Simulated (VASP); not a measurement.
# Rb in VASP: single point with PBE

Aim: the single point of Rb with PBE.

Program: VASP 6.6.1. These are calculated values, not measurements. Logs are shortened: lines on timing, memory, paths and dates and some standing lists are left out, and cuts for length are marked.

## 1. The cell of the first run

The cell holds a slab with vacuum, 6 atoms: a = 5.088 Å, b = 8.442 Å, c = 31.751 Å, α = 90.00°, β = 90.00°, γ = 90.00°.

## 2. Single point, PBE

Input file INCAR:

```
SYSTEM = Rb
  ALGO = Normal
  DIPOL = 0.5 0.5 0.498
  EDIFF = 1E-6
  ENCUT = 520
  GGA = PE
  IDIPOL = 3
  ISIF = 2
  ISMEAR = 0
  LASPH = .TRUE.
  LCHARG = .FALSE.
  LDIPOL = .TRUE.
  LREAL = .FALSE.
  LWAVE = .FALSE.
  NBANDS = 36
  NELM = 60
  PREC = Accurate
  SIGMA = 0.1
```

Input file KPOINTS:

```
k-points
0
G
  5 3 1
  0 0 0
```

Input file POSCAR:

```
Rb
1.0
    5.0882069800      0.0000000000      0.0000000000
    0.0000000000      8.4420579800      0.0000000000
    0.0000000000      0.0000000000     31.7507107732
Rb
6
Direct
    0.0000000000      0.2500000000      0.3149535792
    0.0000000000      0.7500000000      0.4074767896
    0.5000000000      0.2500000000      0.4537383995
    0.5000000000      0.7500000000      0.5413746620
    0.0000000000      0.2500000000      0.5943109518
    0.0000000000      0.7500000000      0.6743058989
```

Potentials or basis: VASP PAW PBE potentials, release 64 (Rb_sv).

Launch:

```bash
$ cat potpaw_PBE.64/Rb_sv/POTCAR > POTCAR
$ mpirun -np 1 vasp_std > vasp.out
```

OUTCAR:

```text
SYSTEM = Rb
   EDIFF = 1E-6
   ENCUT = 520
   GGA = PE
   ISIF = 2
   ISMEAR = 0
   LASPH = .TRUE.
   LREAL = .FALSE.
   NELM = 60
   PREC = Accurate

 ion  position               nearest neighbor table
   1  0.000  0.250  0.315-   3 5.09   3 5.09   2 5.14   2 5.14
   2  0.000  0.750  0.407-   4 4.95   4 4.95   1 5.14   1 5.14   3 5.14   3 5.14   3 5.14   3 5.14

   3  0.500  0.250  0.454-   4 5.06   4 5.06   1 5.09   1 5.09   5 5.14   5 5.14   2 5.14   2 5.14
                             2 5.14   2 5.14
   4  0.500  0.750  0.541-   6 4.93   6 4.93   2 4.95   2 4.95   3 5.06   3 5.06   5 5.21   5 5.21
                             5 5.21   5 5.21
   5  0.000  0.250  0.594-   6 4.93   6 4.93   3 5.14   3 5.14   4 5.21   4 5.21   4 5.21   4 5.21

   6  0.000  0.750  0.674-   5 4.93   5 4.93   4 4.93   4 4.93

  LATTYP: Found a simple orthorhombic cell.
 ALAT       =     5.0882069800
 B/A-ratio  =     1.6591420147
 C/A-ratio  =     6.2400588062

  Lattice vectors:

 A1 = (   5.0882069800,   0.0000000000,   0.0000000000)
 A2 = (   0.0000000000,   8.4420579800,   0.0000000000)
 A3 = (   0.0000000000,   0.0000000000,  31.7507107732)

Analysis of symmetry for initial positions (statically):
=====================================================================
 Subroutine PRICEL returns:
 Original cell was already a primitive cell.

 Routine SETGRP: Setting up the symmetry group for a
 simple orthorhombic supercell.

 Subroutine GETGRP returns: Found  4 space group operations
 (whereof  2 operations were pure point group operations)
 out of a pool of  8 trial point group operations.

The static configuration has the point symmetry C_1h.
 The point group associated with its full space group is C_2v.

Analysis of symmetry for dynamics (positions and initial velocities):
=====================================================================
 Subroutine PRICEL returns:
 Original cell was already a primitive cell.

 Routine SETGRP: Setting up the symmetry group for a
 simple orthorhombic supercell.

 Subroutine GETGRP returns: Found  4 space group operations
 (whereof  2 operations were pure point group operations)
 out of a pool of  8 trial point group operations.

The dynamic configuration has the point symmetry C_1h.
 The point group associated with its full space group is C_2v.

 Subroutine INISYM returns: Found  4 space group operations
 (whereof  2 operations are pure point group operations),
 and found     1 'primitive' translations

----------------------------------------------------------------------------------------

                                     Primitive cell

  volume of cell :    1363.8498

  direct lattice vectors                    reciprocal lattice vectors
     5.088206980  0.000000000  0.000000000     0.196532886  0.000000000  0.000000000
     0.000000000  8.442057980  0.000000000     0.000000000  0.118454529  0.000000000
     0.000000000  0.000000000 31.750710773     0.000000000  0.000000000  0.031495358

  length of vectors
     5.088206980  8.442057980 31.750710773     0.196532886  0.118454529  0.031495358

  position of ions in fractional coordinates (direct lattice)
     0.000000000  0.250000000  0.314953579
     0.000000000  0.750000000  0.407476790
     0.500000000  0.250000000  0.453738399
     0.500000000  0.750000000  0.541374662
     0.000000000  0.250000000  0.594310952
     0.000000000  0.750000000  0.674305899

  ion indices of the primitive-cell ions
   primitive index   ion index
                 1           1
                 2           2
                 3           3
                 4           4
                 5           5
                 6           6

----------------------------------------------------------------------------------------

 KPOINTS: k-points

Automatic generation of k-mesh.
 Grid dimensions read from file:
 generate k-points for:    5    3    1

 Generating k-lattice:

  Cartesian coordinates                     Fractional coordinates (reciprocal lattice)
     0.039306577  0.000000000  0.000000000     0.200000000  0.000000000  0.000000000
     0.000000000  0.039484843  0.000000000     0.000000000  0.333333333  0.000000000
     0.000000000  0.000000000  0.031495358     0.000000000  0.000000000  1.000000000

  Length of vectors
     0.039306577  0.039484843  0.031495358

  Shift w.r.t. Gamma in fractional coordinates (k-lattice)
     0.000000000  0.000000000  0.000000000

 Subroutine IBZKPT returns following result:
 ===========================================

 Found      6 irreducible k-points:

 Following reciprocal coordinates:
            Coordinates               Weight
  0.000000  0.000000  0.000000      1.000000
  0.200000  0.000000  0.000000      2.000000
  0.400000  0.000000  0.000000      2.000000
  0.000000  0.333333  0.000000      2.000000
  0.200000  0.333333  0.000000      4.000000
  0.400000  0.333333  0.000000      4.000000
   k-points           NKPTS =      6   k-points in BZ     NKDIM =      6   number of bands    NBANDS=     36
   number of dos      NEDOS =    301   number of ions     NIONS =      6
   total plane-waves  NPLWV = 614400
   dimension x,y,z NGX =    40 NGY =   64 NGZ =  240
   dimension x,y,z NGXF=    80 NGYF=  128 NGZF=  480
   ions per type =               6
   NGX,Y,Z   is equivalent  to a cutoff of  13.07, 12.60, 12.57 a.u.
   NGXF,Y,Z  is equivalent  to a cutoff of  26.14, 25.21, 25.13 a.u.
 SYSTEM =  Rb
   PREC   = accura    normal or accurate (medium, high low for compatibility)
   ISTART =      0    job   : 0-new  1-cont  2-samecut
   ICHARG =      2    charge: 1-file 2-atom 10-const
   ISPIN  =      1    spin polarized calculation?
   LNONCOLLINEAR =      F non collinear calculations
   LSORBIT =      F    spin-orbit coupling
   LASPH  =      T    aspherical Exc in radial PAW
   ENCUT  =  520.0 eV  38.22 Ry    6.18 a.u.   9.46 15.70 59.04*2*pi/ulx,y,z
   NELM   =     60;   NELMIN=  2; NELMDL= -5     # of ELM steps
   EDIFF  = 0.1E-05   stopping-criterion for ELM
   LREAL  =      F    real-space projection
   EDIFFG = 0.1E-04   stopping-criterion for IOM
   NSW    =      0    number of steps for IOM
   IBRION =     -1    ionic relax: 0-MD 1-quasi-New 2-CG
   NFREE  =      0    steps in history (QN), initial steepest desc. (CG)
   ISIF   =      2    stress and relaxation
   ISYM   =      2    0-nonsym 1-usesym 2-fastsym
   POTIM  = 0.5000    time-step for ionic-motion
   TEBEG  =    0.0;   TEEND  =   0.0 temperature during run
   PSTRESS=    0.0 pullay stress
   NELECT =      54.0000    total number of electrons
   NUPDOWN=      -1.0000    fix difference up-down
   EMIN   =  10.00;   EMAX   =-10.00  energy-range for DOS
   EFERMI =   0.00;   METHOD = LEGACY
   ISMEAR =     0;   SIGMA  =   0.10  broadening in eV -4-tet -1-fermi 0-gaus
   EFERMI_NEDOS =   21; number of points for ismear=-14 and -15
   IALGO  =     38    algorithm
   IMIX   =      4    mixing-type and parameters
     AMIX     =   0.40;   BMIX     =  1.00
     AMIX_MAG =   1.60;   BMIX_MAG =  1.00
  volume/ion in A,a.u.               =     227.31      1533.95
  Fermi-wavevector in a.u.,A,eV,Ry     =   0.557978  1.054426  4.236033  0.311340
  Thomas-Fermi vector in A             =   1.592805
   LORBIT       =      0    0 simple, 1 ext, 2 COOP (PROOUT), +10 PAW based schemes
   GGA     = PE    functional components
   LHFCALC =     F    Hartree Fock is set to
   AEXX    =    0.0000 exact exchange contribution
   IVDW    =     0    specifies the selected vdW correction
   LEPSILON=     F    determine dielectric tensor
   LRPA    =     F    only Hartree local field effects (RPA)
 non-spin polarized calculation
 Gauss-broadening in eV      SIGMA  =   0.10
  energy-cutoff  :      520.00
  volume of cell :     1363.85
 maximum number of plane-waves:     36795
 NGX is ok and might be reduce to    40
   NGX = 19   NGY = 31   NGZ =119

 dipolmoment           0.000000      0.000000      0.001522 electrons x Angstroem

 number of electron      54.0000000 magnetization

 dipolmoment           0.000000      0.000000     -0.000916 electrons x Angstroem

 Free energy of the ion-electron system (eV)
  ---------------------------------------------------
  ext. energy  EPLUGINS =         0.00000000
  ---------------------------------------------------
  free energy    TOTEN  =        -5.08970271 eV

  energy without entropy =       -5.06545406  energy(sigma->0) =       -5.07757839

 E-fermi :  -1.2301     XC(G=0):  -2.7264

 val. band max:       -1.2387975635   @ k =   0.4000   0.3333   0.0000
 cond. band min:      -1.1467942804   @ k =   0.0000   0.0000   0.0000
 fundamental gap:      0.0920032831
 Fermi energy:        -1.2301175857

 k-point     1 :       0.0000    0.0000    0.0000
  band No.  band energies     occupation
      1     -30.4405      2.00000
      2     -30.4250      2.00000
      3     -30.2577      2.00000
      4     -30.2571      2.00000
      5     -30.1468      2.00000
      6     -30.1402      2.00000
[... 28 lines left out ...]
     35       0.2261      0.00000
     36       0.4063      0.00000

 k-point     2 :       0.2000    0.0000    0.0000
  band No.  band energies     occupation
      1     -30.4401      2.00000
      2     -30.4246      2.00000
      3     -30.2573      2.00000
      4     -30.2567      2.00000
      5     -30.1464      2.00000
      6     -30.1398      2.00000
[... 28 lines left out ...]
     35       0.3546      0.00000
     36       0.3913      0.00000

 k-point     3 :       0.4000    0.0000    0.0000
  band No.  band energies     occupation
      1     -30.4395      2.00000
      2     -30.4240      2.00000
      3     -30.2567      2.00000
      4     -30.2561      2.00000
      5     -30.1458      2.00000
      6     -30.1392      2.00000
[... 28 lines left out ...]
     35       0.2970      0.00000
     36       0.3179      0.00000

 k-point     4 :       0.0000    0.3333    0.0000
  band No.  band energies     occupation
      1     -30.4405      2.00000
      2     -30.4250      2.00000
      3     -30.2577      2.00000
      4     -30.2571      2.00000
      5     -30.1468      2.00000
      6     -30.1402      2.00000
[... 28 lines left out ...]
     35       0.4411      0.00000
     36       0.6034      0.00000

 k-point     5 :       0.2000    0.3333    0.0000
  band No.  band energies     occupation
      1     -30.4401      2.00000
      2     -30.4246      2.00000
      3     -30.2573      2.00000
      4     -30.2567      2.00000
      5     -30.1464      2.00000
      6     -30.1398      2.00000
[... 28 lines left out ...]
     35       0.4950      0.00000
     36       0.5358      0.00000

 k-point     6 :       0.4000    0.3333    0.0000
  band No.  band energies     occupation
      1     -30.4395      2.00000
      2     -30.4240      2.00000
      3     -30.2567      2.00000
      4     -30.2561      2.00000
      5     -30.1458      2.00000
      6     -30.1392      2.00000
[... 28 lines left out ...]
     35       0.2278      0.00000
     36       0.4001      0.00000

------------------------ aborting loop because EDIFF is reached ----------------------------------------

 vacuum level on the upper side and lower side of the slab       (xc-potential included)        -0.152        -0.204

  FORCE on cell =-STRESS in cart. coord.  units (eV):
  Direction    XX          YY          ZZ          XY          YZ          ZX
  --------------------------------------------------------------------------------------
  -------------------------------------------------------------------------------------
  Total       -0.6949538     -0.6516149     -0.1232890      0.0000000      0.0000000      0.0000000
  in kB       -0.8163943     -0.7654821     -0.1448333      0.0000000      0.0000000      0.0000000
  external PRESSURE =      -0.5755699 kB  Pullay stress =       0.0000000 kB

 VOLUME and BASIS-vectors are now :
 -----------------------------------------------------------------------------
  energy-cutoff  :      520.00
  volume of cell :     1363.85
      direct lattice vectors                 reciprocal lattice vectors
     5.088206980  0.000000000  0.000000000     0.196532886  0.000000000  0.000000000
     0.000000000  8.442057980  0.000000000     0.000000000  0.118454529  0.000000000
     0.000000000  0.000000000 31.750710773     0.000000000  0.000000000  0.031495358

 POSITION                                       TOTAL-FORCE (eV/Angst)
 -----------------------------------------------------------------------------------
      0.00000      2.11051     10.00000         0.000000      0.000000      0.051468
      0.00000      6.33154     12.93768         0.000000      0.000000     -0.056470
      2.54410      2.11051     14.40652         0.000000      0.000000     -0.005530
      2.54410      6.33154     17.18903         0.000000      0.000000      0.011121
      0.00000      2.11051     18.86980         0.000000      0.000000     -0.000622
      0.00000      6.33154     21.40969         0.000000      0.000000      0.000034
 -----------------------------------------------------------------------------------
    total drift:                                0.000000      0.000000      0.000011

  FREE ENERGIE OF THE ION-ELECTRON SYSTEM (eV)
  ---------------------------------------------------
  free  energy   TOTEN  =        -5.0897027128 eV

  energy  without entropy=       -5.0654540608  energy(sigma->0) =       -5.07757839

 vacuum level on the upper side and lower side of the slab         0.793         0.723
```

Run time: 9 min. Hardware: 1 thread of Intel Xeon Platinum 8488C (Sapphire Rapids), shared host; peak memory 1.1 GiB.

What came out:

```yaml
Free_energy: -5.0897 eV
Largest_force: 0.056 eV/Å
Band_gap_on_the_k_mesh: zero (band 27 reaches -0.89 eV, above the bottom of band 28 at -1.66 eV)
```

Forces on the atoms (eV/Å):
```
Rb   0.000  0.000  0.051
Rb   0.000  0.000 -0.056
Rb   0.000  0.000 -0.006
Rb   0.000  0.000  0.011
Rb   0.000  0.000 -0.001
Rb   0.000  0.000  0.000
```
